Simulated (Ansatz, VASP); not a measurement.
**ReAg2Br6 in VASP and in Ansatz**

File INCAR:

```
  PREC = Accurate
  ENCUT = 600
  EDIFF = 1E-6
  ISMEAR = 0
  SIGMA = 0.2243
  LREAL = False
  LASPH = True
  NELM = 200
  ALGO = Normal
  ISIF = 2
  LWAVE = False
  LCHARG = True
  LMAXMIX = 4
  LDAU = True
  LDAUTYPE = 2
  LDAUL = -1 -1 1
  LDAUU = 0 0 1.62
  LDAUJ = 0 0 0
  LDAUPRINT = 1
  GGA = PE
  LELF = True
  LVHAR = True
  NBANDS = 46
  GGA_COMPAT = False
```

File KPOINTS:

```
Automatic mesh
0
Gamma
  3 3 3
```

Contents of POSCAR:

```
ReAg2Br6
1.0
    6.8592960000      0.0000000000      0.0000000000
   -3.4296480000      5.9403300000      0.0000000000
   -3.4296480000      1.9801100000      5.8196480000
Re Ag Br
1 2 6
Direct
    0.5000000000      0.5000000000      0.5001000000
    0.7657000000      0.2343000000      0.2970000000
    0.2343000000      0.7657000000      0.7030000000
    0.3721700000      0.2683300000      0.2564100000
    0.7316700000      0.8474300000      0.2564100000
    0.1525700000      0.6278300000      0.2564100000
    0.6278300000      0.7316700000      0.7435900000
    0.2683300000      0.1525700000      0.7435900000
    0.8474300000      0.3721700000      0.7435900000
```

Input for Ansatz:

```yaml
crystal:
  lattice:
    - [6.859296, 0.0, 0.0]
    - [-3.429648, 5.94033, 0.0]
    - [-3.429648, 1.98011, 5.819648]
  atoms:
    - { symbol: Re, position: [0.5, 0.5, 0.5001] }
    - { symbol: Ag, position: [0.7657, 0.2343, 0.297] }
    - { symbol: Ag, position: [0.2343, 0.7657, 0.703] }
    - { symbol: Br, position: [0.37217, 0.26833, 0.25641] }
    - { symbol: Br, position: [0.73167, 0.84743, 0.25641] }
    - { symbol: Br, position: [0.15257, 0.62783, 0.25641] }
    - { symbol: Br, position: [0.62783, 0.73167, 0.74359] }
    - { symbol: Br, position: [0.26833, 0.15257, 0.74359] }
    - { symbol: Br, position: [0.84743, 0.37217, 0.74359] }
  symmetry: { tolerance: 0.0003 }
kpoints:
  mp_grid: { grid: [3, 3, 3], shift: [0, 0, 0] }
magnetization:
  spin_polarized: false
scf:
  occupations: { method: gaussian, width: 0.2243 }
hamiltonian:
  pseudopotentials: { kind: paw }
  xc: pbe
  hubbard:
    projectors: all-electron-ortho-atomic
    sites: [{ species: Br, l: p, u_eff: 1.62 }]
basis:
  ecutwfc: "40.4 Ry"
output:
  forces: true
  stress: true
  eigenvalues: true
```

Alike in both runs: task single point; functional PBE; k mesh 3 × 3 × 3; occupations gaussian, width 0.2243 eV; no spin polarisation; Hubbard terms Br p U = 1.62 eV.

|  | VASP | Ansatz |
| --- | --- | --- |
| version | VASP 6.6.1 | Ansatz 0.2.0 |
| potentials or method | VASP PAW PBE potentials, release 64 (Re, Ag, Br), cutoff 600 eV | PAW plane waves |
| valence electrons in the cell | 71 | 95 |

```csv
,VASP,Ansatz,Ansatz less VASP
gap on the k mesh at the Fermi level (eV),none,none,-
pressure (GPa),3.1,3.5,+0.39
"traceless stress, the component that is largest in VASP (GPa)",0.23,0.25,+0.023
rms of the force components (eV/Å),0.310,0.330,+0.0201
```

The programs project onto different local orbitals, so the same U acts differently, and such runs can settle in different states. Atom by atom the forces differ by 0.021 eV/Å (rms over components). A gap of «none» marks a metal or a gap that the smearing closes. VASP's potentials hold 71 valence electrons a cell and Ansatz's 95, so a difference there can come from the potentials and not from the codes. Ansatz's warnings: filled band counts differ across k points, structure snapped to symmetry.

The k mesh is coarse, so the values compare programs but aren't converged. Spin-orbit coupling is off throughout.
